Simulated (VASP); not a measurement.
Wanted: the native input for a VASP 6.6.1 run.

```yaml
Task: single point
Functional: r2SCAN
Potentials_or_basis: VASP PAW PBE potentials, release 64 (B, N)
Cutoff: 520 eV
k_mesh: 12 × 12 × 6
Occupations: gaussian, width 0.05 eV
Spin: no spin polarisation
Dipole_correction: no
Further_INCAR_settings: ALGO = Normal; EDIFF = 1e-06; NBANDS = 16
```

BN:

```
B N
1.0
     2.55394    0.00000    0.00000
    -1.27697    2.21178    0.00000
     0.00000    0.00000    4.22685
B N
2 2
Cartesian
  1.2770 0.7373 4.2257
  0.0000 1.4745 2.1123
  1.3477 0.8080 2.6430
  0.0000 1.4745 0.5295
```

This cell differs from its parent crystal: atom 3 (N) moved by (+0.100, +0.000) A along [1 1 0] and z.

One way to write it, as run:

POSCAR

```
BN
1.0
    2.5539396017      0.0000000000      0.0000000000
   -1.2769698009      2.2117765748      0.0000000000
    0.0000000000      0.0000000000      4.2268550000
B N
2 2
Direct
    0.6666666667      0.3333333333      0.9997240000
    0.3333333333      0.6666666667      0.4997240000
    0.7103386106      0.3653034152      0.6252760000
    0.3333333333      0.6666666667      0.1252760000
```

INCAR.step1

```
SYSTEM = BN
ALGO = Normal
EDIFF = 1E-4
ENCUT = 520
GGA = PE
ISMEAR = 0
LASPH = .True.
LCHARG = .False.
LREAL = .False.
LWAVE = .True.
NBANDS = 16
NELM = 80
PREC = Accurate
SIGMA = 0.05
```

INCAR.step2

```
SYSTEM = BN
ALGO = Normal
EDIFF = 1E-6
ENCUT = 520
ISIF = 2
ISMEAR = 0
ISTART = 1
LASPH = .True.
LCHARG = .False.
LMIXTAU = .True.
LREAL = .False.
LWAVE = .False.
METAGGA = R2SCAN
NBANDS = 16
NELM = 80
PREC = Accurate
SIGMA = 0.05
```

KPOINTS

```
k-points
0
Gamma
  12 12 6
  0 0 0
```

Potentials or basis: VASP PAW PBE potentials, release 64 (B, N).

The run is started by

```console
$ cat potpaw_PBE.64/B/POTCAR potpaw_PBE.64/N/POTCAR > POTCAR
$ cp INCAR.step1 INCAR
$ mpirun -np 1 vasp_std > vasp.out
$ cp INCAR.step2 INCAR
$ mpirun -np 1 vasp_std > vasp.out
```

Results of the run:

```yaml
Pressure: -2.1 GPa
Largest_force: 2.785 eV/Å
Band_gap_on_the_k_mesh: 5.38 eV, indirect (least direct gap 8.46 eV)
```

Caveat: the cell differs from its parent crystal (atom 3 (N) moved by (+0.100, +0.000) A along [1 1 0] and z); the PAW data sets were made with another functional, which shifts forces and pressure a little.

It took 7.2 min on 1 thread of Intel(R) Xeon(R) Platinum 8375C CPU @ 2.90GHz (Ice Lake), on a shared host, peak memory 0.25 GiB.
